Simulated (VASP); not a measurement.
Li2IF, 4 atoms in the cell. It takes space group R-3m (No. 166, trigonal). Conventional cell: a = 3.894 Å, b = 3.894 Å, c = 17.730 Å, α = 90.00°, β = 90.00°, γ = 120.00°. F (site symmetry -3m) has 6 Li at 2.50 Å within 3.3 Å. I (site symmetry -3m) has 6 Li at 2.92 Å and 6 F at 3.71 Å within 3.8 Å. Li (site symmetry 3m) has 3 F at 2.50 Å and 3 I at 2.92 Å and 3 Li at 3.13 Å within 3.3 Å.  This cell differs from its parent crystal: volume changed by +10%.

- Program: VASP 6.6.1
- Task: single point
- Functional: PBE
- Potentials or basis: VASP PAW PBE potentials, release 64 (F, I, Li_sv)
- Cutoff: 520 eV
- k mesh: 4 × 4 × 4
- Occupations: gaussian, width 0.01 eV
- Spin: no spin polarisation
- Dipole correction: no
- Further INCAR settings: ALGO = Normal; EDIFF = 1e-07; NBANDS = 18

Potentials or basis: VASP PAW PBE potentials, release 64 (F, I, Li_sv).

Command:

```console
$ cat potpaw_PBE.64/F/POTCAR potpaw_PBE.64/I/POTCAR potpaw_PBE.64/Li_sv/POTCAR > POTCAR
$ mpirun -np 1 vasp_std > vasp.out
```

Hardware: 1 thread of Intel(R) Xeon(R) Platinum 8488C (Sapphire Rapids), with other jobs on the host.

**Question.** How long does it take, and how much memory?

**Answer.** Run time: 36 s on 1 thread of Intel(R) Xeon(R) Platinum 8488C (Sapphire Rapids), on a shared host, peak memory 0.3 GiB. Counts: scf iterations 16, k points 13.
